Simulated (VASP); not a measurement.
Here is a VASP 6.6.1 calculation.

Contents of INCAR:

```
SYSTEM = Al7RhN8
PREC = Accurate
ENCUT = 520
EDIFF = 1E-7
ISMEAR = 0
SIGMA = 0.05
LREAL = Auto
LASPH = .TRUE.
NELM = 150
ALGO = Normal
ISIF = 2
LWAVE = .FALSE.
LCHARG = .FALSE.
ISPIN = 2
MAGMOM = 0.42 0 0 0 0 0 0 0 0 0 0 0 0.03 0.03 0.03 0
LORBIT = 11
LMAXMIX = 4
LDAU = .TRUE.
LDAUTYPE = 2
LDAUL = 2 -1 -1
LDAUU = 2 0 0
LDAUJ = 0 0 0
LDAUPRINT = 1
GGA = PS
NBANDS = 56
```

KPOINTS

```
regular mesh
0
G
  3 3 4
  0 0 0
```

POSCAR

```
Al7RhN8
1.0
    6.2200009000      0.0000000000      0.0000000000
   -3.1100004000      5.3866788000      0.0000000000
    0.0000000000      0.0000000000      4.9800000000
Rh Al N
1 7 8
Direct
    0.3332115613      0.1672873167      0.9670025164
    0.3371524352      0.6691299461      0.0064966929
    0.8310097354      0.1628412527      0.0067394622
    0.8312705180      0.6690789620      0.0063765683
    0.1638091504      0.3364534779      0.4978083476
    0.1639564111      0.8287378261      0.4974977478
    0.6717424666      0.3364334148      0.4976738655
    0.6665031960      0.8336231416      0.5028267348
    0.3332061996      0.1673614626      0.4090220889
    0.3358177260      0.6684647710      0.3817808908
    0.8317487646      0.1643737163      0.3819538471
    0.8319002051      0.6684144230      0.3817133424
    0.1519113100      0.3481628199      0.8755005379
    0.1521889848      0.8049622370      0.8750210269
    0.6952935430      0.3479837801      0.8753603230
    0.6664697336      0.8336573798      0.8821300011
```

Potentials or basis: VASP PAW PBE potentials, release 64 (Rh_pv, Al, N).

The run is started by

```bash
$ cat potpaw_PBE.64/Rh_pv/POTCAR potpaw_PBE.64/Al/POTCAR potpaw_PBE.64/N/POTCAR > POTCAR
$ mpirun -np 1 vasp_std > vasp.out
```

Q: Estimate the largest force.

A: 0.170 eV/Å.

Q: Predict the net moment.

A: 0.73 μB per cell.

Q: Predict the site moments.

A: Rh +0.48; Al +0.00; N +0.00, +0.03 (each value once) μB.

Eigenvalues of the final occupation matrices:
| site | spin | trace | eigenvalues |
| --- | --- | --- | --- |
| site 1 d | 1 | 3.86 | 0.58 0.73 0.73 0.90 0.90 |
| site 1 d | 2 | 3.40 | 0.52 0.53 0.56 0.90 0.90 |

Caveat: the k points lie up to 0.39 Å⁻¹ apart; a moment this small can come from the mesh or the smearing; the PAW data sets were made with another functional, which shifts forces and pressure a little. The state reached can hang on the start; a lower one may exist.
